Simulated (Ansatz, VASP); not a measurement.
## Ag in VASP and in Ansatz

INCAR

```
ALGO = Normal
EDIFF = 1E-7
ENCUT = 520
ISIF = 2
ISMEAR = 0
LASPH = T
LCHARG = F
LREAL = F
LWAVE = F
NBANDS = 12
NELM = 80
PREC = Accurate
SIGMA = 0.15
```

KPOINTS

```
k-points
0
Gamma
  20 20 20
```

File POSCAR:

```
Ag
1.0
   -1.6142626500      1.6142626500      1.6142626500
    1.6142626500     -1.6142626500      1.6142626500
    1.6142626500      1.6142626500     -1.6142626500
Ag
1
Direct
    0.0000000000      0.0000000000      0.0000000000
```

Input for Ansatz:

```yaml
crystal:
  lattice:
    - [-1.61426265, 1.61426265, 1.61426265]
    - [1.61426265, -1.61426265, 1.61426265]
    - [1.61426265, 1.61426265, -1.61426265]
  atoms:
    - { symbol: Ag, position: [0.0, 0.0, 0.0] }
basis:
  ecutwfc: 420
kpoints:
  mp_grid: { grid: [20, 20, 20] }
hamiltonian:
  xc: lda
scf:
  occupations: { method: gaussian, width: 0.15 }
output:
  forces: true
  stress: true
  eigenvalues: true
```

Change from the starting cell: strain -0.025 along x and y, -0.025 along z, atoms carried along.

Alike in both runs: task single point; functional LDA; k mesh 20 × 20 × 20; occupations gaussian, width 0.15 eV; no spin polarisation.

```csv
,VASP,Ansatz
version,VASP 6.6.1,Ansatz 0.2.0
potentials or method,"VASP PAW LDA potentials, release 64 (Ag), cutoff 520 eV","scalar-relativistic, plane waves, PAW"
valence electrons in the cell,11,19
```

|  | VASP | Ansatz | Ansatz less VASP |
| --- | --- | --- | --- |
| gap on the k mesh at the Fermi level (eV) | none | none | - |
| pressure (GPa) | -5.0 | -5.2 | -0.15 |

LDA's correlation is that of Perdew and Zunger in VASP and of Perdew and Wang (1992) in Ansatz. A gap of «none» marks a metal or a gap that the smearing closes. VASP's potentials hold 11 valence electrons a cell and Ansatz's 19, so a difference there can come from the potentials and not from the codes.
